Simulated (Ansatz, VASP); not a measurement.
**Two plane-wave programs on SiC4**

```
Si C
1.0
     1.30418    0.75297    9.47752
    -1.30418    0.75297    9.47752
     0.00000   -1.50594    9.47752
Si C
1 4
Direct
  0.00000 0.00000 0.00000
  0.62508 0.62508 0.62508
  0.16666 0.16666 0.16666
  0.83334 0.83334 0.83334
  0.37492 0.37492 0.37492
```

Change from the starting cell: ordered vacancies on the cation sites of fluorite (R-3m, No. 166).

Alike in both runs: functional PBE; k mesh 6 × 6 × 6; occupations gaussian, width 0.1 eV; no spin polarisation.

Ansatz relaxed the structure, and its values are those at the end. VASP's run is a single point on that final structure, the one shown.

|  | VASP | Ansatz |
| --- | --- | --- |
| version | VASP 6.6.1 | Ansatz 0.2.0 |
| potentials or method | VASP PAW PBE potentials, release 64 (Si, C), cutoff 520 eV | scalar-relativistic, plane waves, PAW |
| valence electrons in the cell | 20 | 20 |

Ansatz gave:

| Quantity | Value |
| --- | --- |
| gap on the k mesh at the Fermi level (eV) | none |
| pressure (GPa) | 0.1 |
| rms of the force components (eV/Å) | 0.006 |

**Question.** What did VASP give for the same quantities?

**Answer.** gap on the k mesh at the Fermi level (eV): none; pressure (GPa): 0.3; rms of the force components (eV/Å): 0.009.

A gap of «none» marks a metal or a gap that the smearing closes. The functional is the same, so the differences come from potentials, cutoffs and numerics.

The k mesh is coarse, so the values compare programs but aren't converged.
